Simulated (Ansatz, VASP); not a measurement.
**Sn: VASP beside Ansatz**

File INCAR:

```
  PREC = Accurate
  ENCUT = 520
  EDIFF = 1E-7
  ISMEAR = -1
  SIGMA = 0.1
  LREAL = F
  LASPH = T
  NELM = 60
  ALGO = Normal
  ISIF = 2
  LWAVE = F
  LCHARG = F
  GGA = PS
  NBANDS = 21
```

KPOINTS

```
Automatic mesh
0
Gamma
  19 19 13
```

POSCAR

```
Sn
1.0
   -2.9261990260      2.9274481369      1.5722019738
    2.9274481369     -2.9261990260      1.5722019738
    2.9256889510      2.9256889510     -1.5699122854
Sn
2
Direct
    0.0000117394      0.9999882606      1.0000000000
    0.7499882606      0.2500117394      0.5000000000
```

Input for Ansatz:

```yaml
crystal:
  lattice:
    - [-2.926199026, 2.9274481369, 1.5722019738]
    - [2.9274481369, -2.926199026, 1.5722019738]
    - [2.925688951, 2.925688951, -1.5699122854]
  atoms:
    - { symbol: Sn, position: [1.17394e-05, 0.9999882606, 1.0] }
    - { symbol: Sn, position: [0.7499882606, 0.2500117394, 0.5] }
hamiltonian:
  xc: pbesol
  pseudopotentials:
    kind: paw
    azcp:
      Sn: "pseudopotentials/Sn.paw.azcp"
basis:
  ecutwfc: 420
  fft_grid_basis: typed
kpoints:
  mp_grid: { grid: [19, 19, 13], shift: [0, 0, 0] }
magnetization:
  spin_polarized: false
scf:
  occupations: { method: fermi_dirac, width: 0.1 }
output:
  stress: true
```

Alike in both runs: task single point; functional PBEsol; k mesh 19 × 19 × 13; occupations fermi-dirac, width 0.1 eV; no spin polarisation.

|  | VASP | Ansatz |
| --- | --- | --- |
| version | VASP 6.6.1 | Ansatz 0.2.0 |
| potentials or method | VASP PAW PBE potentials, release 64 (Sn_d), cutoff 520 eV | plane waves (420 eV) with PAW, scalar-relativistic |
| valence electrons in the cell | 28 | 28 |

```csv
,VASP,Ansatz,Ansatz less VASP
pressure (GPa),-0.1,-0.1,+0.06
"traceless stress, the component that is largest in VASP (GPa)",0.21,0.21,-0.003
```

VASP's potentials were made for PBE, not for PBEsol, and Ansatz warns of the same on its side. With one functional, cell and mesh, what is left measures potentials, basis and numerics.
